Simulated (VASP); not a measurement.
Wanted: the native input for a VASP 6.6.1 run.

* Task: single point
* Functional: PBE
* Dispersion: D4
* Potentials or basis: VASP PAW PBE potentials, release 64 (Cd, S)
* Cutoff: 520 eV
* k mesh: 8 × 8 × 8
* Occupations: fermi-dirac, width 0.1 eV
* Spin: non-collinear spin, zero start, spin-orbit coupling
* Starting moments: [[0.0, 0.0, 0.0], [0.0, 0.0, 0.0]] μB
* Dipole correction: no
* Further INCAR settings: ALGO = Normal; EDIFF = 1e-06; NBANDS = 30

The structure of CdS lies in POSCAR:

```
CdS
1.0
    0.0000000000      2.9165000000      2.9165000000
    2.9165000000      0.0000000000      2.9165000000
    2.9165000000      2.9165000000      0.0000000000
Cd S
1 1
Direct
    0.0000000000      0.0000000000      0.0000000000
    0.7500000000      0.7500000000      0.7500000000
```

The input as run:

INCAR

```
ALGO = Normal
EDIFF = 1E-6
ENCUT = 520
GGA = PE
GGA_COMPAT = False
ISIF = 2
ISMEAR = -1
IVDW = 13
LASPH = True
LCHARG = False
LORBIT = 11
LORBMOM = True
LREAL = False
LSORBIT = True
LWAVE = False
MAGMOM = 0 0 0 0 0 0
NBANDS = 30
NELM = 150
PREC = Accurate
SIGMA = 0.1
```

KPOINTS

```
k-points
0
Gamma
  8 8 8
```

Potentials or basis: VASP PAW PBE potentials, release 64 (Cd, S).

The run is started by

```console
$ cat potpaw_PBE.64/Cd/POTCAR potpaw_PBE.64/S/POTCAR > POTCAR
$ mpirun -np 1 vasp_ncl > vasp.out
```

It gave:

```yaml
Pressure: 0.9 GPa
Net_moment: 0.00 μB per cell
Valence_electrons_inside_the_program's_atomic_spheres: Cd 10.32; S 3.73
Dispersion_energy_per_atom: -0.314 eV
```

Wall time 47 s on 1 thread of Intel(R) Xeon(R) 6975P-C (Granite Rapids) (shared host), peak memory 0.35 GiB.
